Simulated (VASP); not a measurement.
# CaSe in VASP: notebook

The runs below take CaSe through single point, with PBE.

Program: VASP 6.6.1. These are calculated values, not measurements. Logs are shortened: lines on timing, memory, paths and dates and some standing lists are left out, and cuts for length are marked.

### Step 1. The cell of the first run

The cell holds a sheet with vacuum, 2 atoms: a = 4.029 Å, b = 4.029 Å, c = 23.800 Å, α = 90.00°, β = 90.00°, γ = 90.00°.

The cell was generated, and may not be a known phase.

### Step 2. Single point, PBE

INCAR reads:

```
ALGO     = Normal         # electronic algorithm
DIPOL    = 0.5 0.5 0.294
EDIFF    = 1E-6           # SCF threshold, eV
ENCUT    = 400            # plane-wave cutoff, eV
GGA      = PE             # functional
GGA_COMPAT= F            
IDIPOL   = 3            
ISIF     = 2              # what is computed and relaxed
ISMEAR   = 0              # smearing method
LASPH    = T              # aspherical terms in the spheres
LCHARG   = F              # write CHGCAR
LDIPOL   = T            
LREAL    = F              # projectors in reciprocal space
LWAVE    = F              # write WAVECAR
NBANDS   = 15             # bands
NELM     = 120            # most SCF steps
NELMDL   = -8           
PREC     = Accurate       # precision mode
SIGMA    = 0.02           # smearing width, eV
```

KPOINTS reads:

```
k-points
0
Gamma
  8 8 1
```

POSCAR reads:

```
CaSe
1.0
    4.0294363145      0.0000000000      0.0000000000
    0.0000000000      4.0294363145      0.0000000000
    0.0000000000      0.0000000000     23.8000000000
Ca Se
1 1
Direct
    0.0000000000      0.0000000000      0.2941176471
    0.5000000000      0.5000000000      0.2941176471
```

Potentials or basis: VASP PAW PBE potentials, release 64 (Ca_sv, Se).

The run is started by

```
$ cat potpaw_PBE.64/Ca_sv/POTCAR potpaw_PBE.64/Se/POTCAR > POTCAR
$ mpirun -np 1 vasp_std > vasp.out
```

OUTCAR:

```text
EDIFF = 1E-6
   ENCUT = 400
   GGA = PE
   ISIF = 2
   ISMEAR = 0
   LASPH = T
   LREAL = F
   NELM = 120
   NELMDL = -8
   PREC = Accurate

 ion  position               nearest neighbor table
   1  0.000  0.000  0.294-   2 2.85   2 2.85   2 2.85   2 2.85
   2  0.500  0.500  0.294-   1 2.85   1 2.85   1 2.85   1 2.85

  LATTYP: Found a simple tetragonal cell.
 ALAT       =     4.0294363145
 C/A-ratio  =     5.9065333566

  Lattice vectors:

 A1 = (   4.0294363145,   0.0000000000,   0.0000000000)
 A2 = (   0.0000000000,   4.0294363145,   0.0000000000)
 A3 = (   0.0000000000,   0.0000000000,  23.8000000000)

Analysis of symmetry for initial positions (statically):
=====================================================================
 Subroutine PRICEL returns:
 Original cell was already a primitive cell.

 Routine SETGRP: Setting up the symmetry group for a
 simple tetragonal supercell.

 Subroutine GETGRP returns: Found 16 space group operations
 (whereof  8 operations were pure point group operations)
 out of a pool of 16 trial point group operations.

The static configuration has the point symmetry C_4v.
 The point group associated with its full space group is D_4h.

Analysis of symmetry for dynamics (positions and initial velocities):
=====================================================================
 Subroutine PRICEL returns:
 Original cell was already a primitive cell.

 Routine SETGRP: Setting up the symmetry group for a
 simple tetragonal supercell.

 Subroutine GETGRP returns: Found 16 space group operations
 (whereof  8 operations were pure point group operations)
 out of a pool of 16 trial point group operations.

The dynamic configuration has the point symmetry C_4v.
 The point group associated with its full space group is D_4h.

 Subroutine INISYM returns: Found 16 space group operations
 (whereof  8 operations are pure point group operations),
 and found     1 'primitive' translations

----------------------------------------------------------------------------------------

                                     Primitive cell

  volume of cell :     386.4253

  direct lattice vectors                    reciprocal lattice vectors
     4.029436314  0.000000000  0.000000000     0.248173670  0.000000000  0.000000000
     0.000000000  4.029436314  0.000000000     0.000000000  0.248173670  0.000000000
     0.000000000  0.000000000 23.800000000     0.000000000  0.000000000  0.042016807

  length of vectors
     4.029436314  4.029436314 23.800000000     0.248173670  0.248173670  0.042016807

  position of ions in fractional coordinates (direct lattice)
     0.000000000  0.000000000  0.294117647
     0.500000000  0.500000000  0.294117647

  ion indices of the primitive-cell ions
   primitive index   ion index
                 1           1
                 2           2

----------------------------------------------------------------------------------------

 KPOINTS: k-points

Automatic generation of k-mesh.
 Grid dimensions read from file:
 generate k-points for:    8    8    1

 Generating k-lattice:

  Cartesian coordinates                     Fractional coordinates (reciprocal lattice)
     0.031021709  0.000000000  0.000000000     0.125000000  0.000000000  0.000000000
     0.000000000  0.031021709  0.000000000     0.000000000  0.125000000  0.000000000
     0.000000000  0.000000000  0.042016807     0.000000000  0.000000000  1.000000000

  Length of vectors
     0.031021709  0.031021709  0.042016807

  Shift w.r.t. Gamma in fractional coordinates (k-lattice)
     0.000000000  0.000000000  0.000000000

 Subroutine IBZKPT returns following result:
 ===========================================

 Found     15 irreducible k-points:

 Following reciprocal coordinates:
            Coordinates               Weight
  0.000000  0.000000  0.000000      1.000000
  0.125000  0.000000  0.000000      4.000000
  0.250000  0.000000  0.000000      4.000000
  0.375000  0.000000  0.000000      4.000000
  0.500000  0.000000  0.000000      2.000000
  0.125000  0.125000  0.000000      4.000000
  0.250000  0.125000  0.000000      8.000000
  0.375000  0.125000  0.000000      8.000000
  0.500000  0.125000  0.000000      4.000000
  0.250000  0.250000  0.000000      4.000000
  0.375000  0.250000  0.000000      8.000000
  0.500000  0.250000  0.000000      4.000000
  0.375000  0.375000  0.000000      4.000000
  0.500000  0.375000  0.000000      4.000000
  0.500000  0.500000  0.000000      1.000000
   k-points           NKPTS =     15   k-points in BZ     NKDIM =     15   number of bands    NBANDS=     15
   number of dos      NEDOS =    301   number of ions     NIONS =      2
   total plane-waves  NPLWV = 125440
   dimension x,y,z NGX =    28 NGY =   28 NGZ =  160
   dimension x,y,z NGXF=    56 NGYF=   56 NGZF=  320
   ions per type =               1   1
   NGX,Y,Z   is equivalent  to a cutoff of  11.55, 11.55, 11.18 a.u.
   NGXF,Y,Z  is equivalent  to a cutoff of  23.10, 23.10, 22.35 a.u.
 SYSTEM =  unknown system
   PREC   = accura    normal or accurate (medium, high low for compatibility)
   ISTART =      0    job   : 0-new  1-cont  2-samecut
   ICHARG =      2    charge: 1-file 2-atom 10-const
   ISPIN  =      1    spin polarized calculation?
   LNONCOLLINEAR =      F non collinear calculations
   LSORBIT =      F    spin-orbit coupling
   LASPH  =      T    aspherical Exc in radial PAW
   ENCUT  =  400.0 eV  29.40 Ry    5.42 a.u.   6.57  6.57 38.81*2*pi/ulx,y,z
   NELM   =    120;   NELMIN=  2; NELMDL= -8     # of ELM steps
   EDIFF  = 0.1E-05   stopping-criterion for ELM
   LREAL  =      F    real-space projection
   EDIFFG = 0.1E-04   stopping-criterion for IOM
   NSW    =      0    number of steps for IOM
   IBRION =     -1    ionic relax: 0-MD 1-quasi-New 2-CG
   NFREE  =      0    steps in history (QN), initial steepest desc. (CG)
   ISIF   =      2    stress and relaxation
   ISYM   =      2    0-nonsym 1-usesym 2-fastsym
   POTIM  = 0.5000    time-step for ionic-motion
   TEBEG  =    0.0;   TEEND  =   0.0 temperature during run
   PSTRESS=    0.0 pullay stress
   NELECT =      16.0000    total number of electrons
   NUPDOWN=      -1.0000    fix difference up-down
   EMIN   =  10.00;   EMAX   =-10.00  energy-range for DOS
   EFERMI =   0.00;   METHOD = LEGACY
   ISMEAR =     0;   SIGMA  =   0.02  broadening in eV -4-tet -1-fermi 0-gaus
   EFERMI_NEDOS =   21; number of points for ismear=-14 and -15
   IALGO  =     38    algorithm
   IMIX   =      4    mixing-type and parameters
     AMIX     =   0.40;   BMIX     =  1.00
     AMIX_MAG =   1.60;   BMIX_MAG =  1.00
  volume/ion in A,a.u.               =     193.21      1303.86
  Fermi-wavevector in a.u.,A,eV,Ry     =   0.566361  1.070266  4.364262  0.320764
  Thomas-Fermi vector in A             =   1.604724
   LORBIT       =      0    0 simple, 1 ext, 2 COOP (PROOUT), +10 PAW based schemes
   GGA     = PE    functional components
   LHFCALC =     F    Hartree Fock is set to
   AEXX    =    0.0000 exact exchange contribution
   IVDW    =     0    specifies the selected vdW correction
   LEPSILON=     F    determine dielectric tensor
   LRPA    =     F    only Hartree local field effects (RPA)
 non-spin polarized calculation
 Gauss-broadening in eV      SIGMA  =   0.02
  energy-cutoff  :      400.00
  volume of cell :      386.43
 maximum number of plane-waves:      7077
 NGX is ok and might be reduce to    28
   NGX = 13   NGY = 13   NGZ = 77

 dipolmoment           0.000000      0.000000     -0.000000 electrons x Angstroem

 number of electron      15.9999999 magnetization

 dipolmoment           0.000000      0.000000      0.000000 electrons x Angstroem

 Free energy of the ion-electron system (eV)
  ---------------------------------------------------
  ext. energy  EPLUGINS =         0.00000000
  ---------------------------------------------------
  free energy    TOTEN  =        -8.61529920 eV

  energy without entropy =       -8.61529920  energy(sigma->0) =       -8.61529920

 E-fermi :  -3.5061     XC(G=0):  -1.7485

 val. band max:       -3.6378357467   @ k =   0.0000   0.0000   0.0000
 cond. band min:      -1.1520605412   @ k =   0.0000   0.0000   0.0000
 fundamental gap:      2.4857752055
 Fermi energy:        -3.5061295522

 k-point     1 :       0.0000    0.0000    0.0000
  band No.  band energies     occupation
      1     -43.7783      2.00000
      2     -24.9561      2.00000
      3     -24.6995      2.00000
      4     -24.6995      2.00000
      5     -14.7978      2.00000
      6      -4.6858      2.00000
      7      -3.6378      2.00000
      8      -3.6378      2.00000
      9      -1.1521      0.00000
     10      -1.0630      0.00000
     11       0.5523      0.00000
     12       0.8917      0.00000
     13       0.9567      0.00000
     14       1.1350      0.00000
     15       1.1350      0.00000

 k-point     2 :       0.1250    0.0000    0.0000
  band No.  band energies     occupation
      1     -43.7777      2.00000
      2     -24.9552      2.00000
      3     -24.7131      2.00000
      4     -24.6976      2.00000
      5     -14.7331      2.00000
      6      -4.6540      2.00000
      7      -4.2464      2.00000
      8      -3.8108      2.00000
      9      -0.9977      0.00000
     10      -0.6226      0.00000
     11       0.6100      0.00000
     12       1.0995      0.00000
     13       1.1492      0.00000
     14       1.1737      0.00000
     15       1.2719      0.00000
[... 203 lines left out ...]
      3     -24.7646      2.00000
      4     -24.7493      2.00000
      5     -14.3854      2.00000
      6      -5.3897      2.00000
      7      -5.1152      2.00000
      8      -3.8525      2.00000
      9      -0.1321      0.00000
     10       0.0657      0.00000
     11       0.6524      0.00000
     12       2.0591      0.00000
     13       2.3091      0.00000
     14       2.3477      0.00000
     15       2.9626      0.00000

 k-point    15 :       0.5000    0.5000    0.0000
  band No.  band energies     occupation
      1     -43.7707      2.00000
      2     -24.9450      2.00000
      3     -24.7600      2.00000
      4     -24.7600      2.00000
      5     -14.3966      2.00000
      6      -5.1951      2.00000
      7      -5.1951      2.00000
      8      -3.7095      2.00000
      9      -0.2263      0.00000
     10      -0.2263      0.00000
     11       0.7079      0.00000
     12       1.7223      0.00000
     13       2.2544      0.00000
     14       2.3730      0.00000
     15       3.4387      0.00000

------------------------ aborting loop because EDIFF is reached ----------------------------------------

 vacuum level on the upper side and lower side of the slab       (xc-potential included)        -0.006        -0.006

  FORCE on cell =-STRESS in cart. coord.  units (eV):
  Direction    XX          YY          ZZ          XY          YZ          ZX
  --------------------------------------------------------------------------------------
  -------------------------------------------------------------------------------------
  Total        0.0642135      0.0642135     -0.0142514      0.0000000     -0.0000000      0.0000000
  in kB        0.2662388      0.2662388     -0.0590883      0.0000000     -0.0000000      0.0000000
  external PRESSURE =       0.1577965 kB  Pullay stress =       0.0000000 kB

 VOLUME and BASIS-vectors are now :
 -----------------------------------------------------------------------------
  energy-cutoff  :      400.00
  volume of cell :      386.43
      direct lattice vectors                 reciprocal lattice vectors
     4.029436314  0.000000000  0.000000000     0.248173670  0.000000000  0.000000000
     0.000000000  4.029436314  0.000000000     0.000000000  0.248173670  0.000000000
     0.000000000  0.000000000 23.800000000     0.000000000  0.000000000  0.042016807

 POSITION                                       TOTAL-FORCE (eV/Angst)
 -----------------------------------------------------------------------------------
      0.00000      0.00000      7.00000        -0.000000      0.000000     -0.000000
      2.01472      2.01472      7.00000         0.000000      0.000000      0.000000
 -----------------------------------------------------------------------------------
    total drift:                               -0.000000      0.000000      0.000018

  FREE ENERGIE OF THE ION-ELECTRON SYSTEM (eV)
  ---------------------------------------------------
  free  energy   TOTEN  =        -8.6152991962 eV

  energy  without entropy=       -8.6152991962  energy(sigma->0) =       -8.61529920

 vacuum level on the upper side and lower side of the slab         0.949         0.949
```

It took 3.5 min on 1 thread of Intel Xeon 8259CL, shared host; peak memory 0.37 GiB.

Results:

```yaml
Free_energy: -8.6153 eV
Band_gap_on_the_k_mesh: 2.49 eV
```

### Step 3. Single point, PBE

INCAR reads:

```
PREC     = Accurate       # precision mode
ENCUT    = 400            # plane-wave cutoff, eV
EDIFF    = 1E-6           # SCF threshold, eV
ISMEAR   = 0              # smearing method
SIGMA    = 0.02           # smearing width, eV
LREAL    = False          # projectors in reciprocal space
LASPH    = True           # aspherical terms in the spheres
NELM     = 120            # most SCF steps
ALGO     = Normal         # electronic algorithm
ISIF     = 2              # what is computed and relaxed
LWAVE    = False          # write WAVECAR
LCHARG   = True           # write CHGCAR
LDIPOL   = True         
IDIPOL   = 3            
DIPOL    = 0.5 0.5 0.294
GGA      = PE             # functional
LELF     = True           # ELF
LVHAR    = True         
LVACPOTAV= True         
NBANDS   = 15             # bands
GGA_COMPAT= False        
NELMDL   = -8
```

KPOINTS reads:

```
Automatic mesh
0
Gamma
  8 8 1
```

POSCAR reads:

```
CaSe
1.0
    4.0316448784      0.0000000000      0.0000000000
    0.0000000000      4.0316448784      0.0000000000
    0.0000000000      0.0000000000     23.8000000000
Ca Se
1 1
Direct
    0.0000000000      0.0000000000      0.2941176471
    0.5000000000      0.5000000000      0.2941176471
```

Potentials or basis: VASP PAW PBE potentials, release 64 (Ca_sv, Se).

The run is started by

```
$ cat potpaw_PBE.64/Ca_sv/POTCAR potpaw_PBE.64/Se/POTCAR > POTCAR
$ mpirun -np 1 vasp_std > vasp.out
```

It took 3.6 min on 1 thread of Intel Xeon 8259CL, shared host; peak memory 0.38 GiB.

It converged, with:

| Quantity | Value |
| --- | --- |
| Free energy | -8.6154 eV |
| Band gap on the k mesh | 2.49 eV |

Levels at points of the mesh, in eV from the valence-band top:
```
           k point  band 5  band 6  band 7  band 8  band 9  band 10  band 11  band 12
(0.00, 0.00, 0.00)  -11.16   -1.04    0.00    0.00    2.49     2.58     4.19     4.53
(0.50, 0.00, 0.00)  -10.68   -2.66   -0.92   -0.82    3.88     4.40     5.05     5.26
(0.50, 0.50, 0.00)  -10.76   -1.55   -1.55   -0.07    3.41     3.41     4.34     5.35
```
